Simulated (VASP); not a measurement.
The system is WBrF3.

```
CELL_PARAMETERS angstrom
4.26330 0.00000 0.00000
0.00000 4.26330 0.00000
0.00000 0.00000 4.26330
ATOMIC_POSITIONS crystal
W 0.50000 0.50000 0.50000
Br 0.00000 0.00000 0.00000
F 0.00000 0.50000 0.50000
F 0.50000 0.50000 0.00000
F 0.50000 0.00000 0.50000
```

The cell was built from a structure type or drawn by symmetry, and may not be a known phase.

| Quantity | Value |
| --- | --- |
| Program | VASP 6.6.1 |
| Task | relaxation of cell and atoms |
| Functional | PBE |
| Potentials or basis | VASP PAW PBE potentials, release 64 (W_sv, Br, F) |
| Cutoff | 600 eV |
| k mesh | 4 × 4 × 4 |
| Occupations | gaussian, width 0.1 eV |
| Spin | collinear spin |
| Starting moments | [1.29, -0.24, 0.05, 0.05, 0.05] μB |

At the start: pressure -6.0 GPa; volume 15.50 Å³/atom.

Q: How do energy, volume and symmetry change on relaxing?

A: Over 3 steps the energy falls by 19.0 meV/atom and the volume is 14.41 Å³/atom (-7.0 %); space group Pm-3m (No. 221, to 0.1 Å) before and after; moment 1.72 μB per cell.

The path:
| step | energy change (eV) | largest force (eV/Å) | pressure (GPa) | volume (Å³) |
| --- | --- | --- | --- | --- |
| 1 | 0.0000 | 0.0000 | -6.01 | 77.49 |
| 2 | -0.0943 | 0.0000 | 0.81 | 71.15 |
| 3 | -0.0952 | 0.0000 | -0.35 | 72.05 |

Final structure:
```
W Br F
1.0
     4.16109    0.00000    0.00000
     0.00000    4.16109    0.00000
     0.00000    0.00000    4.16109
W Br F
1 1 3
Direct
  0.50000 0.50000 0.50000
  0.00000 0.00000 0.00000
  0.00000 0.50000 0.50000
  0.50000 0.50000 0.00000
  0.50000 0.00000 0.50000
```

Caveat: the k points lie up to 0.38 Å⁻¹ apart in the final cell.
